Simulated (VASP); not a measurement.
Set up this calculation in VASP 6.6.1, as the native input.

```yaml
Task: single point
Functional: BLYP
Potentials_or_basis: VASP PAW PBE potentials, release 64 (Si, O)
Cutoff: 520 eV
k_mesh: 4 × 4 × 1
Occupations: gaussian, width 0.01 eV
Spin: no spin polarisation
Dipole_correction: no
Further_INCAR_settings: ALGO = Normal; EDIFF = 1e-06; NBANDS = 44
```

The structure of SiO2 lies in POSCAR:

```
SiO2
1.0
    5.3100000000      0.0000000000      0.0000000000
   -2.6550000000      4.5985948941      0.0000000000
    0.0000000000      0.0000000000     18.0000000000
Si O
4 8
Direct
    0.3333333333      0.6666666667      0.5900000000
    0.6666666667      0.3333333333      0.5900000000
    0.3333333333      0.6666666667      0.4100000000
    0.6666666667      0.3333333333      0.4100000000
    0.3333333333      0.6666666667      0.5000000000
    0.6666666667      0.3333333333      0.5000000000
    0.5000000000      0.0000000000      0.6177777778
    0.0000000000      0.5000000000      0.6177777778
    0.5000000000      0.5000000000      0.6177777778
    0.5000000000      0.0000000000      0.3822222222
    0.0000000000      0.5000000000      0.3822222222
    0.5000000000      0.5000000000      0.3822222222
```

One way to write it, as run:

INCAR

```
AGGAC = 1.0 ; AGGAX = 1.0
ALDAC = 0.0 ; ALDAX = 1.0
ALGO = Normal ; EDIFF = 1E-6
ENCUT = 520 ; GGA = B5
ISIF = 2 ; ISMEAR = 0
LASPH = T ; LCHARG = F
LREAL = F ; LWAVE = F
NBANDS = 44 ; NELM = 100
PREC = Accurate ; SIGMA = 0.01
```

KPOINTS

```
k-points
0
Gamma
  4 4 1
```

Potentials or basis: VASP PAW PBE potentials, release 64 (Si, O).

Command:

```console
$ cat potpaw_PBE.64/Si/POTCAR potpaw_PBE.64/O/POTCAR > POTCAR
$ mpirun -np 1 vasp_std > vasp.out
```

Results of the run:

```json
{"Largest force": "0.751 eV/Å", "Band gap on the k mesh": "5.73 eV"}
```

Caveat: the PAW data sets were made with another functional, which shifts forces and pressure a little.

It took 6.8 min on 1 thread of Intel Xeon 8259CL (shared host), peak memory 0.51 GiB.
